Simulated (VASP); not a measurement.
Set up this calculation in VASP 6.6.1, as the native input.

- Task: single point
- Functional: LDA
- Potentials or basis: VASP PAW LDA potentials, release 64 (Ti_sv)
- Cutoff: 520 eV
- k mesh: 6 × 6 × 3
- Occupations: fermi-dirac, width 0.05 eV
- Spin: no spin polarisation
- Dipole correction: no
- Further INCAR settings: ALGO = Normal; EDIFF = 1e-06; NBANDS = 19

The structure of Ti lies in POSCAR:

```
Ti
1.0
    2.9500000000      0.0000000000      0.0000000000
   -1.4750000000      2.5547749412      0.0000000000
    0.0000000000      0.0000000000      4.6800000000
Ti
2
Direct
    0.6666666667      0.3333333333      0.7500000000
    0.3333333333      0.6666666667      0.2500000000
```

One way to write it, as run:

INCAR

```
PREC = Accurate
ENCUT = 520
EDIFF = 1E-6
ISMEAR = -1
SIGMA = 0.05
LREAL = False
LASPH = True
NELM = 80
ALGO = Normal
ISIF = 2
LWAVE = False
LCHARG = False
GGA = CA
NBANDS = 19
```

KPOINTS

```
regular mesh
0
Gamma
  6 6 3
```

Potentials or basis: VASP PAW LDA potentials, release 64 (Ti_sv).

Launch:

```bash
$ cat potpaw_LDA.64/Ti_sv/POTCAR > POTCAR
$ mpirun -np 1 vasp_std > vasp.out
```

Results of the run:

- Pressure: -9.3 GPa
- Band gap on the k mesh: zero (band 12 reaches 8.66 eV, above the bottom of band 13 at 7.84 eV)

Caveat: the k points lie up to 0.45 Å⁻¹ apart.

It took 4 s on 1 thread of Intel Xeon 6975P-C, on a shared host, peak memory 0.14 GiB.
